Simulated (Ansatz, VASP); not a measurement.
LiC18: VASP beside Ansatz

```
C Li
1.0
     7.39800    0.00000    0.00000
    -3.69900    6.40686    0.00000
     0.00000    0.00000   11.00000
C Li
18 1
Direct
  0.99584 0.99216 0.09295
  0.21804 0.10326 0.09296
  0.99529 0.32439 0.09192
  0.21862 0.43605 0.09196
  0.99529 0.65938 0.09204
  0.21862 0.77105 0.09207
  0.32967 0.99314 0.09308
  0.55140 0.10326 0.09296
  0.32965 0.32500 0.09302
  0.55139 0.43659 0.09296
  0.33028 0.65938 0.09204
  0.55238 0.77042 0.09307
  0.66251 0.99216 0.09295
  0.88424 0.10230 0.09297
  0.66153 0.32500 0.09302
  0.88363 0.43605 0.09196
  0.66249 0.65880 0.09296
  0.88423 0.77042 0.09307
  0.10674 0.54731 0.24387
```

Alike in both runs: functional PBE; k mesh 2 × 2 × 1; occupations fermi-dirac, width 0.05 eV; collinear spin.

Ansatz relaxed the structure, and its values are those at the end. VASP's run is a single point on that final structure, the one shown.

```csv
,VASP,Ansatz
version,VASP 6.6.1,Ansatz 0.2.0
potentials or method,"VASP PAW PBE potentials, release 64 (C, Li_sv), cutoff 520 eV","scalar-relativistic, plane waves, PAW"
valence electrons in the cell,75,75
```

VASP gave:

```
rms of the force components (eV/Å) : 0.004
net moment per atom (μB)           : 0.00
```

Problem. Estimate Ansatz's values.

Solution. rms of the force components (eV/Å): 0.001; net moment per atom (μB): 0.00.

Ansatz's warnings: filled band counts differ across k points, seeded moment not kept.

The k mesh is coarse, so the values compare programs but aren't converged. Noted on VASP's run: the cutoff is short for stress, so the pressure is rough.
